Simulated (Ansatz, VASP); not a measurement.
Two plane-wave programs on Cd2Se

The input INCAR:

```
PREC = Accurate ; ENCUT = 520
EDIFF = 1E-6 ; ISMEAR = 0
SIGMA = 0.1 ; LREAL = F
LASPH = T ; NELM = 60
ALGO = Normal ; ISIF = 2
LWAVE = F ; LCHARG = F
GGA = PE ; NBANDS = 22
```

Contents of KPOINTS:

```
Automatic mesh
0
Gamma
  4 4 4
```

File POSCAR:

```
Cd2Se
1.0
    0.0000000000      3.4672114300      3.4672114300
    3.4672114300      0.0000000000      3.4672114300
    3.4672114300      3.4672114300      0.0000000000
Cd Se
2 1
Direct
    0.0000000000      0.0000000000      0.0000000000
    0.2500000000      0.2500000000      0.2500000000
    0.5000000000      0.5000000000      0.5000000000
```

Input for Ansatz:

```yaml
crystal:
  lattice:
    - [0.0, 3.46721143, 3.46721143]
    - [3.46721143, 0.0, 3.46721143]
    - [3.46721143, 3.46721143, 0.0]
  atoms:
    - { symbol: Cd, position: [0.0, 0.0, 0.0] }
    - { symbol: Cd, position: [0.25, 0.25, 0.25] }
    - { symbol: Se, position: [0.5, 0.5, 0.5] }
basis:
  ecutwfc: 420
kpoints:
  mp_grid: { grid: [4, 4, 4] }
hamiltonian:
  xc: pbe
scf:
  occupations: { method: gaussian, width: 0.1 }
  lower_state_search: "off"
output:
  forces: true
  stress: true
  eigenvalues: true
```

Alike in both runs: task single point; functional PBE; k mesh 4 × 4 × 4; occupations gaussian, width 0.1 eV; no spin polarisation.

|  | VASP | Ansatz |
| --- | --- | --- |
| version | VASP 6.6.1 | Ansatz 0.2.0 |
| potentials or method | VASP PAW PBE potentials, release 64 (Cd, Se), cutoff 520 eV | scalar-relativistic, plane waves, PAW |
| valence electrons in the cell | 30 | 56 |

```csv
,VASP,Ansatz,Ansatz less VASP
gap on the k mesh at the Fermi level (eV),0.21,0.21,+0.002
least direct gap on the mesh (eV),0.21,0.21,+0.002
pressure (GPa),-1.7,-1.9,-0.16
```

With one functional, cell and mesh, what is left measures potentials, basis and numerics. VASP's potentials hold 30 valence electrons a cell and Ansatz's 56, so a difference there can come from the potentials and not from the codes.
